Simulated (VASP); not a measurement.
# Ge in VASP: settings compared, part 3 of 3

VASP 6.6.1. Earlier steps stand in the parts before.

## (5) Single point, PBEsol, non-collinear spin, zero start, spin-orbit coupling

This run uses another cell than the first one, of 21.28 Å³/atom.

File INCAR:

```
SYSTEM = Ge
ALGO     = Normal         ! electronic algorithm
EDIFF    = 1E-7           ! SCF threshold, eV
ENCUT    = 520            ! plane-wave cutoff, eV
GGA      = PS             ! functional
GGA_COMPAT= .FALSE.      
ISIF     = 2              ! what is computed and relaxed
ISMEAR   = -1             ! smearing method
LASPH    = .TRUE.         ! aspherical terms in the spheres
LCHARG   = .FALSE.        ! write CHGCAR
LORBIT   = 11             ! projections on sites
LORBMOM  = .TRUE.       
LREAL    = .FALSE.        ! projectors in reciprocal space
LSORBIT  = .TRUE.         ! spin-orbit coupling
LWAVE    = .FALSE.        ! write WAVECAR
MAGMOM   = 0 0 0 0 0 0    ! initial moments
NBANDS   = 40             ! bands
NELM     = 150            ! most SCF steps
PREC     = Accurate       ! precision mode
SIGMA    = 0.05           ! smearing width, eV
```

File KPOINTS:

```
k-points
0
G
  8 8 8
  0 0 0
```

File POSCAR:

```
Ge
1.0
    0.0000000000      2.7711609388      2.7711609388
    2.7711609388      0.0000000000      2.7711609388
    2.7711609388      2.7711609388      0.0000000000
Ge
2
Direct
    0.7500000000      0.7500000000      0.7500000000
    0.5000000000      0.5000000000      0.5000000000
```

Potentials or basis: VASP PAW PBE potentials, release 64 (Ge_d).

The run is started by

```console
$ cat potpaw_PBE.64/Ge_d/POTCAR > POTCAR
$ mpirun -np 1 vasp_ncl > vasp.out
```

OUTCAR:

```text
SYSTEM = Ge
   EDIFF = 1E-7
   ENCUT = 520
   GGA = PS
   ISIF = 2
   ISMEAR = -1
   LASPH = .TRUE.
   LORBIT = 11
   LREAL = .FALSE.
   LSORBIT = .TRUE.
   NELM = 150
   PREC = Accurate

 ion  position               nearest neighbor table
   1  0.750  0.750  0.750-   2 2.40   2 2.40   2 2.40   2 2.40
   2  0.500  0.500  0.500-   1 2.40   1 2.40   1 2.40   1 2.40

  LATTYP: Found a face centered cubic cell.
 ALAT       =     5.5423218776

  Lattice vectors:

 A1 = (   0.0000000000,   2.7711609388,   2.7711609388)
 A2 = (   2.7711609388,   0.0000000000,   2.7711609388)
 A3 = (   2.7711609388,   2.7711609388,   0.0000000000)

Analysis of symmetry for initial positions (statically):
=====================================================================
 Subroutine PRICEL returns:
 Original cell was already a primitive cell.

 Routine SETGRP: Setting up the symmetry group for a
 face centered cubic supercell.

 Subroutine GETGRP returns: Found 48 space group operations
 (whereof 24 operations were pure point group operations)
 out of a pool of 48 trial point group operations.

The static configuration has the point symmetry T_d .
 The point group associated with its full space group is O_h .

Analysis of symmetry for dynamics (positions and initial velocities):
=====================================================================
 Subroutine PRICEL returns:
 Original cell was already a primitive cell.

 Routine SETGRP: Setting up the symmetry group for a
 face centered cubic supercell.

 Subroutine GETGRP returns: Found 48 space group operations
 (whereof 24 operations were pure point group operations)
 out of a pool of 48 trial point group operations.

The dynamic configuration has the point symmetry T_d .
 The point group associated with its full space group is O_h .

Analysis of structural, dynamic, and magnetic symmetry:
=====================================================================
 Subroutine PRICEL returns:
 Original cell was already a primitive cell.
[... 1248 lines left out ...]
  1        -0.000   0.000  -0.000
  2        -0.000  -0.000  -0.000
 ----------------------------------------
           -0.000  -0.000  -0.000

 orbital moment (z)

 # of ion     p       d       tot
 ----------------------------------------
  1         0.000   0.000   0.000
  2        -0.000   0.000  -0.000
 ----------------------------------------
           -0.000   0.000  -0.000

 Spin-Orbit-Coupling matrix elements

 Ion:    1  E_soc:     -0.0184084
 l=   1
     0.0000000    -0.0021091    -0.0021091
    -0.0021091     0.0000000    -0.0021091
    -0.0021091    -0.0021091     0.0000000
 l=   2
     0.0000000    -0.0001921     0.0000000    -0.0001921    -0.0007668
    -0.0001921     0.0000000    -0.0005751    -0.0001921    -0.0001917
     0.0000000    -0.0005751     0.0000000    -0.0005751     0.0000000
    -0.0001921    -0.0001921    -0.0005751     0.0000000    -0.0001917
    -0.0007668    -0.0001917     0.0000000    -0.0001917     0.0000000
 l=   3
     0.0000000     0.0000000     0.0000000     0.0000000     0.0000000     0.0000000     0.0000000
     0.0000000     0.0000000     0.0000000     0.0000000     0.0000000     0.0000000     0.0000000
     0.0000000     0.0000000     0.0000000     0.0000000     0.0000000     0.0000000     0.0000000
     0.0000000     0.0000000     0.0000000     0.0000000     0.0000000     0.0000000     0.0000000
     0.0000000     0.0000000     0.0000000     0.0000000     0.0000000     0.0000000     0.0000000
     0.0000000     0.0000000     0.0000000     0.0000000     0.0000000     0.0000000     0.0000000
     0.0000000     0.0000000     0.0000000     0.0000000     0.0000000     0.0000000     0.0000000

 Ion:    2  E_soc:     -0.0184084
 l=   1
     0.0000000    -0.0021091    -0.0021091
    -0.0021091     0.0000000    -0.0021091
    -0.0021091    -0.0021091     0.0000000
 l=   2
     0.0000000    -0.0001921     0.0000000    -0.0001921    -0.0007668
    -0.0001921     0.0000000    -0.0005751    -0.0001921    -0.0001917
     0.0000000    -0.0005751     0.0000000    -0.0005751     0.0000000
    -0.0001921    -0.0001921    -0.0005751     0.0000000    -0.0001917
    -0.0007668    -0.0001917     0.0000000    -0.0001917     0.0000000
 l=   3
     0.0000000     0.0000000     0.0000000     0.0000000     0.0000000     0.0000000     0.0000000
     0.0000000     0.0000000     0.0000000     0.0000000     0.0000000     0.0000000     0.0000000
     0.0000000     0.0000000     0.0000000     0.0000000     0.0000000     0.0000000     0.0000000
     0.0000000     0.0000000     0.0000000     0.0000000     0.0000000     0.0000000     0.0000000
     0.0000000     0.0000000     0.0000000     0.0000000     0.0000000     0.0000000     0.0000000
     0.0000000     0.0000000     0.0000000     0.0000000     0.0000000     0.0000000     0.0000000
     0.0000000     0.0000000     0.0000000     0.0000000     0.0000000     0.0000000     0.0000000

 total charge

# of ion       s       p       d       tot
------------------------------------------
    1        1.122   1.328  10.035  12.485
    2        1.122   1.328  10.035  12.485
--------------------------------------------------
tot          2.244   2.657  20.069  24.970

 magnetization (x)

# of ion       s       p       d       tot
------------------------------------------
    1       -0.000  -0.000  -0.000  -0.000
    2       -0.000  -0.000  -0.000  -0.000
--------------------------------------------------
tot         -0.000  -0.000  -0.000  -0.000

 magnetization (y)

# of ion       s       p       d       tot
------------------------------------------
    1        0.000   0.000  -0.000   0.000
    2        0.000  -0.000   0.000   0.000
--------------------------------------------------
tot          0.000  -0.000   0.000   0.000

 magnetization (z)

# of ion       s       p       d       tot
------------------------------------------
    1       -0.000   0.000  -0.000   0.000
    2       -0.000  -0.000  -0.000  -0.000
--------------------------------------------------
tot         -0.000  -0.000  -0.000  -0.000
```

Run time: 54 s. Hardware: 1 thread of Intel Xeon 6975P-C (Granite Rapids), shared host; peak memory 0.3 GiB.

What came out:

```
Free energy                                           : -9.8313 eV
Pressure                                              : 5.5 GPa
Net moment                                            : 0.00 μB per cell
Valence electrons inside the program's atomic spheres : Ge 12.48
```

Moments on the atoms (μB; x, y, z):
```
Ge  0.00 0.00 0.00
Ge  0.00 0.00 0.00
```

Caveat: the cell stands under pressure; the PAW data sets were made with another functional, which shifts forces and pressure a little.

## (6) Single point, PBEsol, non-collinear spin, zero start, spin-orbit coupling

This run uses another cell than the first one, of 21.73 Å³/atom.

File INCAR:

```
PREC = Accurate ; ENCUT = 520
EDIFF = 1E-6 ; ISMEAR = -1
SIGMA = 0.05 ; LREAL = F
LASPH = T ; NELM = 150
ALGO = Normal ; ISIF = 2
LWAVE = F ; LCHARG = T
LNONCOLLINEAR = T ; MAGMOM = 0 0 0 0 0 0
LORBIT = 11 ; LSORBIT = T
GGA_COMPAT = F ; LORBMOM = T
GGA = PS ; LVHAR = T
NBANDS = 40
```

File KPOINTS:

```
Automatic mesh
0
Gamma
  8 8 8
```

File POSCAR:

```
Ge
1.0
    0.0000000000      2.7906767997      2.7906767997
    2.7906767997      0.0000000000      2.7906767997
    2.7906767997      2.7906767997      0.0000000000
Ge
2
Direct
    0.7500000000      0.7500000000      0.7500000000
    0.5000000000      0.5000000000      0.5000000000
```

Potentials or basis: VASP PAW PBE potentials, release 64 (Ge_d).

The run is started by

```console
$ cat potpaw_PBE.64/Ge_d/POTCAR > POTCAR
$ mpirun -np 1 vasp_ncl > vasp.out
```

It took 55 s on 1 thread of Intel Xeon 6975P-C (Granite Rapids), shared host; peak memory 0.3 GiB.

It converged, with:

```yaml
Free_energy: -9.8576 eV
Pressure: 3.6 GPa
Net_moment: 0.00 μB per cell
Valence_electrons_inside_the_program's_atomic_spheres: Ge 12.46
```

Moments on the atoms (μB; x, y, z):
```
Ge  0.00 0.00 0.00
Ge  0.00 0.00 0.00
```

Caveat: the cell stands under pressure; the PAW data sets were made with another functional, which shifts forces and pressure a little.

## (7) Overview

```csv
task,level,spin,fixed moment (μB),cell,k mesh,cutoff (eV),smearing,pressure (GPa),moment (μB)
single point,"rpbe exchange, lyp correlation","non-collinear, zero start, SOC",-,"a = 4.001 Å, angles 60.0°, 2 atoms, atomic positions A",6 × 6 × 6,500,fermi-dirac 0.1 eV,9.4,0.00
single point,PBE,"collinear, zero start",0.0,"a = 4.001 Å, angles 60.0°, 2 atoms, atomic positions B",8 × 8 × 8,500,fermi-dirac 0.1 eV,3.9,0.00
relaxation of cell and atoms,PBE exchange alone,off,-,"relaxed from a = 4.001 Å, angles 60.0°, 2 atoms, atomic positions A",8 × 8 × 8,600,fermi-dirac 0.05 eV,0.1,-
single point,PBEsol,"non-collinear, zero start, SOC",-,"a = 3.919 Å, angles 60.0°, 2 atoms, atomic positions A",8 × 8 × 8,520,fermi-dirac 0.05 eV,5.5,0.00
single point,PBEsol,"non-collinear, zero start, SOC",-,"a = 3.947 Å, angles 60.0°, 2 atoms, atomic positions A",8 × 8 × 8,520,fermi-dirac 0.05 eV,3.6,0.00
```

Alike in all rows: potentials or basis VASP PAW PBE potentials, release 64 (Ge_d).

Caveats: the cell stands under pressure (at least some runs); the PAW data sets were made with another functional, which shifts forces and pressure a little (at least some runs); the total moment is fixed, so each spin has its own Fermi level (at least some runs); forces of over 1 eV/Å act on the atoms, so gaps and moduli don't describe the material at rest (at least some runs); the volume moved by over 15 % at a fixed basis, so the end points are rough (at least some runs).

Absolute energies hang on the potentials; compare differences alone.

## (8) Against experiment

Step 4. The cell as given is a measured one (22.64 Å³/atom); PBE exchange alone puts the equilibrium volume +26.8 % from it, thermal expansion not counted.
